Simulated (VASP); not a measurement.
Set up this calculation in VASP 6.6.1, as the native input.

- Task: relaxation of cell and atoms
- Functional: LDA
- Potentials or basis: VASP PAW LDA potentials, release 64 (Sn_d)
- Cutoff: 600 eV
- k mesh: 18 × 18 × 18
- Occupations: fermi-dirac, width 0.05 eV
- Spin: no spin polarisation
- Target pressure: 240 GPa
- Dipole correction: no
- Further INCAR settings: ALGO = Normal; EDIFF = 1e-06; IBRION = 2; EDIFFG = -0.005; NSW = 60; ISIF = 3

The structure of Sn lies in POSCAR:

```
Sn
1.0
   -1.4585392762      1.4585392762      1.4585392762
    1.4585392762     -1.4585392762      1.4585392762
    1.4585392762      1.4585392762     -1.4585392762
Sn
1
Direct
    0.0000000000      0.0000000000      0.0000000000
```

The input as run:

INCAR

```
SYSTEM = Sn
  PREC = Accurate
  ENCUT = 600
  EDIFF = 1E-6
  ISMEAR = -1
  SIGMA = 0.05
  LREAL = .FALSE.
  LASPH = .TRUE.
  NELM = 60
  ALGO = Normal
  ISIF = 3
  LWAVE = .FALSE.
  LCHARG = .FALSE.
  GGA = CA
  IBRION = 2
  NSW = 60
  EDIFFG = -0.005
  PSTRESS = 2400.0
```

KPOINTS

```
Automatic mesh
0
G
  18 18 18
  0 0 0
```

Potentials or basis: VASP PAW LDA potentials, release 64 (Sn_d).

Run with:

```sh
$ cat potpaw_LDA.64/Sn_d/POTCAR > POTCAR
$ mpirun -np 1 vasp_std > vasp.out
```

Results of the run:

The relaxed volume is 12.50 Å³/atom and the relaxed cell is a = 2.532 Å, b = 2.532 Å, c = 2.532 Å, α = 109.47°, β = 109.47°, γ = 109.47°. The space group after relaxing (to 0.05 Å) is Im-3m (No. 229). The energy change on relaxing (the enthalpy is what falls) is -137.4 meV/atom and the ionic steps are 5. The pressure after relaxing is 240.0 GPa and the band gap on the k mesh is zero (band 7 reaches 34.05 eV, above the bottom of band 8 at 16.99 eV).

Caveat: the cell is relaxed towards a set pressure, so the enthalpy falls and the energy may rise; spin-orbit coupling is left out, which moves the levels of the heavy elements.

Wall time 26 s on 1 thread of Intel(R) Xeon(R) 6975P-C (Granite Rapids), with other jobs on the host, peak memory 0.15 GiB.
